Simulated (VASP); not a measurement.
Set up this calculation in VASP 6.6.1, as the native input.

```
Task                   : relaxation of cell and atoms
Functional             : LDA
Potentials or basis    : VASP PAW LDA potentials, release 64 (C)
Cutoff                 : 600 eV
k mesh                 : 12 × 12 × 12
Occupations            : gaussian, width 0.02 eV
Spin                   : no spin polarisation
Dipole correction      : no
Further INCAR settings : ALGO = Normal; EDIFF = 1e-07; IBRION = 2; EDIFFG = -0.002; NSW = 100; ISIF = 3
```

The structure of C lies in POSCAR:

```
C
1.0
    0.0000000000      1.7657957126      1.7657957126
    1.7657957126      0.0000000000      1.7657957126
    1.7657957126      1.7657957126      0.0000000000
C
2
Direct
    0.0000000000      0.0000000000      0.0000000000
    0.2500000000      0.2500000000      0.2500000000
```

These files were run (other wordings do the same):

INCAR

```
ALGO = Normal
EDIFF = 1E-7
EDIFFG = -0.002
ENCUT = 600
GGA_COMPAT = False
IBRION = 2
ISIF = 3
ISMEAR = 0
LASPH = True
LCHARG = False
LREAL = False
LWAVE = False
NELM = 120
NELMIN = 4
NSW = 100
PREC = Accurate
SIGMA = 0.02
```

KPOINTS

```
k-points
0
Gamma
  12 12 12
```

Potentials or basis: VASP PAW LDA potentials, release 64 (C).

Run with:

```console
$ cat potpaw_LDA.64/C/POTCAR > POTCAR
$ mpirun -np 1 vasp_std > vasp.out
```

Results of the run:

```yaml
Relaxed_volume: 5.52 Å³/atom
Relaxed_cell: a = 2.499 Å, b = 2.499 Å, c = 2.499 Å, α = 60.00°, β = 60.00°, γ = 60.00°
Space_group_after_relaxing_to_0.05_Å: Fd-3m (No. 227)
Energy_gained_by_relaxing: 0.0 meV/atom
Ionic_steps: 3
Pressure_after_relaxing: 0.0 GPa
Band_gap_on_the_k_mesh: 4.19 eV, indirect (least direct gap 5.62 eV)
```

Run time: 18 s on 1 thread of Intel Xeon 8259CL, with other jobs on the host, peak memory 0.11 GiB.
